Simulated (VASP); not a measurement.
# NaI (Imm2) in VASP: single point with HSE06

Aim: the single point of NaI with HSE06.

Everything below comes from runs of VASP 6.6.1. Logs are shortened: lines on timing, memory, paths and dates and some standing lists are left out, and cuts for length are marked.

**1. The cell of the first run**

It takes space group Imm2 (No. 44, orthorhombic). The conventional cell has a = 4.917 Å, b = 5.105 Å, c = 7.086 Å, α = 90.00°, β = 90.00°, γ = 90.00°. Na (site symmetry mm2) has 4 I at 3.07 Å within 4.0 Å. I (site symmetry mm2) has 4 Na at 3.07 Å within 4.0 Å.

**2. Single point, HSE06 (shear xy strain -3.8%)**

Input file POSCAR:

```
NaI
1.0
   -0.0664348437      3.5431916657      3.5431916657
    3.5431916657     -0.0664348437      3.5431916657
    3.4767568220      3.4767568220      0.0000000000
Na I
1 1
Direct
   -0.0042629973     -0.0042629973      0.0042629973
    0.2542629973      0.2542629973      0.2457370027
```

Input file INCAR.step1:

```
  PREC = Accurate
  ENCUT = 520
  EDIFF = 1E-5
  ISMEAR = 0
  SIGMA = 0.01
  LREAL = False
  LASPH = True
  NELM = 80
  ALGO = Normal
  ISIF = 2
  LWAVE = True
  LCHARG = False
  NBANDS = 14
  GGA = PE
```

Input file INCAR.step2:

```
  PREC = Accurate
  ENCUT = 520
  EDIFF = 1E-6
  ISMEAR = 0
  SIGMA = 0.01
  LREAL = False
  LASPH = True
  NELM = 80
  ALGO = Normal
  ISIF = 2
  LWAVE = False
  LCHARG = False
  GGA = PE
  LHFCALC = True
  HFSCREEN = 0.2079
  PRECFOCK = Normal
  NBANDS = 14
  ISTART = 1
```

Input file KPOINTS:

```
Automatic mesh
0
Gamma
  4 4 4
```

Potentials or basis: VASP PAW PBE potentials, release 64 (Na_pv, I).

Started as:

```console
$ cat potpaw_PBE.64/Na_pv/POTCAR potpaw_PBE.64/I/POTCAR > POTCAR
$ cp INCAR.step1 INCAR
$ mpirun -np 1 vasp_std > vasp.out
$ cp INCAR.step2 INCAR
$ mpirun -np 1 vasp_std > vasp.out
```

OUTCAR:

```text
PREC = Accurate
   ENCUT = 520
   EDIFF = 1E-6
   ISMEAR = 0
   LREAL = False
   LASPH = True
   NELM = 80
   ISIF = 2
   GGA = PE
   LHFCALC = True
   HFSCREEN = 0.2079
   PRECFOCK = Normal
   ISTART = 1

 ion  position               nearest neighbor table
   1  0.996  0.996  0.004-   2 3.07   2 3.07   2 3.07   2 3.07
   2  0.254  0.254  0.246-   1 3.07   1 3.07   1 3.07   1 3.07

  LATTYP: Found a body centered orthorhombic cell.
 ALAT       =     4.9168766507
 B/A-ratio  =     1.0382165605
 C/A-ratio  =     1.4412367514

  Lattice vectors:

 A1 = (   0.0664348437,  -3.5431916657,  -3.5431916657)
 A2 = (  -0.0664348437,   3.5431916657,  -3.5431916657)
 A3 = (   3.5431916657,  -0.0664348437,   3.5431916657)

Analysis of symmetry for initial positions (statically):
=====================================================================
 Subroutine PRICEL returns:
 Original cell was already a primitive cell.

 Routine SETGRP: Setting up the symmetry group for a
 body centered orthorhombic supercell.

 Subroutine GETGRP returns: Found  4 space group operations
 (whereof  4 operations were pure point group operations)
 out of a pool of  8 trial point group operations.

The static configuration has the point symmetry C_2v.

Analysis of symmetry for dynamics (positions and initial velocities):
=====================================================================
 Subroutine PRICEL returns:
 Original cell was already a primitive cell.

 Routine SETGRP: Setting up the symmetry group for a
 body centered orthorhombic supercell.

 Subroutine GETGRP returns: Found  4 space group operations
 (whereof  4 operations were pure point group operations)
 out of a pool of  8 trial point group operations.

The dynamic configuration has the point symmetry C_2v.

 Subroutine INISYM returns: Found  4 space group operations
 (whereof  4 operations are pure point group operations),
 and found     1 'primitive' translations

----------------------------------------------------------------------------------------

                                     Primitive cell

  volume of cell :      88.9326

  direct lattice vectors                    reciprocal lattice vectors
    -0.066434844  3.543191666  3.543191666    -0.138518486  0.138518486  0.141115708
     3.543191666 -0.066434844  3.543191666     0.138518486 -0.138518486  0.141115708
     3.476756822  3.476756822  0.000000000     0.143812186  0.143812186 -0.141115708

  length of vectors
     5.011270093  5.011270093  4.916876651     0.241429876  0.241429876  0.247542992

  position of ions in fractional coordinates (direct lattice)
     0.995737003  0.995737003  0.004262997
     0.254262997  0.254262997  0.245737003

  ion indices of the primitive-cell ions
   primitive index   ion index
                 1           1
                 2           2

----------------------------------------------------------------------------------------

 KPOINTS: Automatic mesh

Automatic generation of k-mesh.
 Grid dimensions read from file:
 generate k-points for:    4    4    4

 Generating k-lattice:

  Cartesian coordinates                     Fractional coordinates (reciprocal lattice)
    -0.034629622  0.034629622  0.035278927     0.250000000 -0.000000000  0.000000000
     0.034629622 -0.034629622  0.035278927    -0.000000000  0.250000000  0.000000000
     0.035953047  0.035953047 -0.035278927     0.000000000  0.000000000  0.250000000

  Length of vectors
     0.060357469  0.060357469  0.061885748

  Shift w.r.t. Gamma in fractional coordinates (k-lattice)
     0.000000000  0.000000000  0.000000000

 Subroutine IBZKPT returns following result:
 ===========================================

 Found     18 irreducible k-points:

 Following reciprocal coordinates:
            Coordinates               Weight
  0.000000  0.000000  0.000000      1.000000
  0.250000  0.000000  0.000000      4.000000
  0.500000  0.000000  0.000000      2.000000
  0.250000  0.250000  0.000000      2.000000
  0.500000  0.250000  0.000000      4.000000
 -0.250000  0.250000  0.000000      2.000000
[... 10 lines left out ...]
  0.250000  0.250000  0.500000      2.000000
 -0.250000  0.250000  0.500000      2.000000
   k-points           NKPTS =     18   k-points in BZ     NKDIM =     64   number of bands    NBANDS=     14
   number of dos      NEDOS =    301   number of ions     NIONS =      2
   total plane-waves  NPLWV =  64000
   dimension x,y,z NGX =    40 NGY =   40 NGZ =   40
   dimension x,y,z NGXF=    80 NGYF=   80 NGZF=   80
   ions per type =               1   1
   NGX,Y,Z   is equivalent  to a cutoff of  13.27, 13.27, 13.52 a.u.
   NGXF,Y,Z  is equivalent  to a cutoff of  26.54, 26.54, 27.05 a.u.
 SYSTEM =  unknown system
   PREC   = accura    normal or accurate (medium, high low for compatibility)
   ISTART =      1    job   : 0-new  1-cont  2-samecut
   ICHARG =      0    charge: 1-file 2-atom 10-const
   ISPIN  =      1    spin polarized calculation?
   LNONCOLLINEAR =      F non collinear calculations
   LSORBIT =      F    spin-orbit coupling
   LASPH  =      T    aspherical Exc in radial PAW
   ENCUT  =  520.0 eV  38.22 Ry    6.18 a.u.   9.32  9.32  9.14*2*pi/ulx,y,z
   NELM   =     80;   NELMIN=  2; NELMDL=  0     # of ELM steps
   EDIFF  = 0.1E-05   stopping-criterion for ELM
   LREAL  =      F    real-space projection
   EDIFFG = 0.1E-04   stopping-criterion for IOM
   NSW    =      0    number of steps for IOM
   IBRION =     -1    ionic relax: 0-MD 1-quasi-New 2-CG
   NFREE  =      0    steps in history (QN), initial steepest desc. (CG)
   ISIF   =      2    stress and relaxation
   ISYM   =      3    0-nonsym 1-usesym 2-fastsym
   POTIM  = 0.5000    time-step for ionic-motion
   TEBEG  =    0.0;   TEEND  =   0.0 temperature during run
   PSTRESS=    0.0 pullay stress
   NELECT =      14.0000    total number of electrons
   NUPDOWN=      -1.0000    fix difference up-down
   EMIN   =  10.00;   EMAX   =-10.00  energy-range for DOS
   EFERMI =   0.00;   METHOD = LEGACY
   ISMEAR =     0;   SIGMA  =   0.01  broadening in eV -4-tet -1-fermi 0-gaus
   EFERMI_NEDOS =   21; number of points for ismear=-14 and -15
   IALGO  =     38    algorithm
   IMIX   =      1    mixing-type and parameters
     AMIX     =   0.40;   BMIX     =  1.00
     AMIX_MAG =   1.60;   BMIX_MAG =  1.00
  volume/ion in A,a.u.               =      44.47       300.07
  Fermi-wavevector in a.u.,A,eV,Ry     =   0.883956  1.670434 10.631286  0.781377
  Thomas-Fermi vector in A             =   2.004791
   LORBIT       =      0    0 simple, 1 ext, 2 COOP (PROOUT), +10 PAW based schemes
   GGA     = PE    functional components
   LHFCALC =     T    Hartree Fock is set to
   PRECFOCK=normal    Normal, Fast or Accurate (Low or Medium for compatibility)
   ENCUT4O =  -1.0   cutoff for four orbital integrals eV
   NKREDX  =     1    reduce k-point grid by
   NKREDY  =     1    reduce k-point grid by
   NKREDZ  =     1    reduce k-point grid by
   AEXX    =    0.2500 exact exchange contribution
   HFSCREEN=    0.2079 screening length (either q_TF or 0.3 A-1)
   HFSCREENC=   0.2079 screening length for correlation (either q_TF or 0.3 A-1)
   ENCUTFOCK=  -1.0 apply spherical cutoff to Coloumb kernel
   IVDW    =     0    specifies the selected vdW correction
   LEPSILON=     F    determine dielectric tensor
   LRPA    =     F    only Hartree local field effects (RPA)
 non-spin polarized calculation
 Gauss-broadening in eV      SIGMA  =   0.01
  energy-cutoff  :      520.00
  volume of cell :       88.93
 maximum number of plane-waves:      2406
 NGX is ok and might be reduce to    40
  NGX = 28; NGY = 28; NGZ = 28

 number of electron      13.9999999 magnetization

 Free energy of the ion-electron system (eV)
  ---------------------------------------------------
  ext. energy  EPLUGINS =         0.00000000
  ---------------------------------------------------
  free energy    TOTEN  =        -6.15084480 eV

  energy without entropy =       -6.15084480  energy(sigma->0) =       -6.15084480

 E-fermi :  -1.6546     XC(G=0):  -5.4676

 val. band max:       -1.7871051721   @ k =   0.0000   0.0000   0.0000
 cond. band min:       2.9475009985   @ k =   0.0000   0.0000   0.0000
 fundamental gap:      4.7346061705
 Fermi energy:        -1.6545851080

 k-point     1 :       0.0000    0.0000    0.0000
  band No.  band energies     occupation
      1     -26.2520      2.00000
      2     -26.2508      2.00000
      3     -26.2497      2.00000
      4     -13.1628      2.00000
      5      -1.8974      2.00000
      6      -1.8469      2.00000
      7      -1.7871      2.00000
      8       2.9475      0.00000
      9       6.9960      0.00000
     10       7.1680      0.00000
     11       7.3412      0.00000
     12       9.0037      0.00000
     13       9.0127      0.00000
     14      10.3157      0.00000

 k-point     2 :       0.2500    0.0000    0.0000
  band No.  band energies     occupation
      1     -26.2522      2.00000
      2     -26.2517      2.00000
      3     -26.2503      2.00000
      4     -13.0936      2.00000
      5      -2.5920      2.00000
      6      -1.9240      2.00000
      7      -1.8607      2.00000
      8       4.0245      0.00000
      9       6.5627      0.00000
     10       7.2280      0.00000
     11       7.4106      0.00000
     12       8.6496      0.00000
     13       8.8225      0.00000
     14       9.6667      0.00000

 k-point     3 :       0.5000    0.0000    0.0000
  band No.  band energies     occupation
      1     -26.2529      2.00000
      2     -26.2524      2.00000
      3     -26.2506      2.00000
      4     -13.0221      2.00000
      5      -3.1439      2.00000
      6      -1.9815      2.00000
      7      -1.9312      2.00000
      8       4.6220      0.00000
      9       6.8206      0.00000
     10       6.8945      0.00000
     11       7.0428      0.00000
     12       9.8532      0.00000
     13      10.4003      0.00000
     14      10.7284      0.00000

 k-point     4 :       0.2500    0.2500    0.0000
  band No.  band energies     occupation
      1     -26.2525      2.00000
      2     -26.2522      2.00000
      3     -26.2502      2.00000
      4     -13.0663      2.00000
      5      -2.5485      2.00000
      6      -2.1320      2.00000
      7      -1.9972      2.00000
      8       4.3240      0.00000
      9       6.0495      0.00000
     10       6.9351      0.00000
     11       7.9289      0.00000
     12       8.1839      0.00000
     13       9.6788      0.00000
     14      11.9491      0.00000

 k-point     5 :       0.5000    0.2500    0.0000
  band No.  band energies     occupation
      1     -26.2531      2.00000
      2     -26.2527      2.00000
      3     -26.2508      2.00000
      4     -12.9950      2.00000
      5      -2.9449      2.00000
      6      -2.3743      2.00000
      7      -2.0654      2.00000
      8       5.0283      0.00000
      9       5.8864      0.00000
     10       6.8684      0.00000
     11       8.0272      0.00000
[... 174 lines left out ...]
 k-point    16 :       0.5000    0.0000    0.5000
  band No.  band energies     occupation
      1     -26.2544      2.00000
      2     -26.2517      2.00000
      3     -26.2511      2.00000
      4     -12.9657      2.00000
      5      -3.0398      2.00000
      6      -2.2713      2.00000
      7      -2.2700      2.00000
      8       4.2682      0.00000
      9       5.3985      0.00000
     10       8.3307      0.00000
     11       9.7788      0.00000
     12       9.8010      0.00000
     13      10.8456      0.00000
     14      11.1425      0.00000

 k-point    17 :       0.2500    0.2500    0.5000
  band No.  band energies     occupation
      1     -26.2542      2.00000
      2     -26.2518      2.00000
      3     -26.2501      2.00000
      4     -13.0076      2.00000
      5      -2.8240      2.00000
      6      -2.3780      2.00000
      7      -2.0414      2.00000
      8       5.2975      0.00000
      9       5.9753      0.00000
     10       6.6045      0.00000
     11       7.4179      0.00000
     12       8.3654      0.00000
     13      10.7022      0.00000
     14      11.4216      0.00000

 k-point    18 :      -0.2500    0.2500    0.5000
  band No.  band energies     occupation
      1     -26.2542      2.00000
      2     -26.2517      2.00000
      3     -26.2512      2.00000
      4     -12.9651      2.00000
      5      -2.7563      2.00000
      6      -2.6166      2.00000
      7      -2.3195      2.00000
      8       5.1676      0.00000
      9       6.5809      0.00000
     10       6.7919      0.00000
     11       7.1382      0.00000
     12      10.1189      0.00000
     13      10.7024      0.00000
     14      10.9283      0.00000

------------------------ aborting loop because EDIFF is reached ----------------------------------------

  FORCE on cell =-STRESS in cart. coord.  units (eV):
  Direction    XX          YY          ZZ          XY          YZ          ZX
  --------------------------------------------------------------------------------------
  -------------------------------------------------------------------------------------
  Total        0.1068518      0.1068518      0.1021424      0.0658492      0.0000000      0.0000000
  in kB        1.9250019      1.9250019      1.8401596      1.1863142      0.0000000      0.0000000
  external PRESSURE =       1.8967211 kB  Pullay stress =       0.0000000 kB

 VOLUME and BASIS-vectors are now :
 -----------------------------------------------------------------------------
  energy-cutoff  :      520.00
  volume of cell :       88.93
      direct lattice vectors                 reciprocal lattice vectors
    -0.066434844  3.543191666  3.543191666    -0.138518486  0.138518486  0.141115708
     3.543191666 -0.066434844  3.543191666     0.138518486 -0.138518486  0.141115708
     3.476756822  3.476756822  0.000000000     0.143812186  0.143812186 -0.141115708

 POSITION                                       TOTAL-FORCE (eV/Angst)
 -----------------------------------------------------------------------------------
      3.47676      3.47676      7.05617        -0.000000     -0.000000     -0.000985
      1.73838      1.73838      1.80181         0.000000      0.000000      0.000985
 -----------------------------------------------------------------------------------
    total drift:                                0.000001      0.000001      0.000346

  FREE ENERGIE OF THE ION-ELECTRON SYSTEM (eV)
  ---------------------------------------------------
  free  energy   TOTEN  =        -6.1508447963 eV

  energy  without entropy=       -6.1508447963  energy(sigma->0) =       -6.15084480
```

Wall time 16 min (1 thread of Intel Xeon Platinum 8259CL at 2.50GHz (Skylake/Cascade Lake), shared host); peak memory 0.36 GiB.

Results:

```yaml
Free_energy: -6.1508 eV
Pressure: 0.2 GPa
Band_gap_on_the_k_mesh: 4.73 eV
```

Caveat: the cell differs from its parent crystal (shear xy strain -3.8%); the structure was generated, so it needn't be the stable form of NaI; the PAW data sets were made with another functional, which shifts forces and pressure a little; spin-orbit coupling is left out, which moves the levels of the heavy elements.
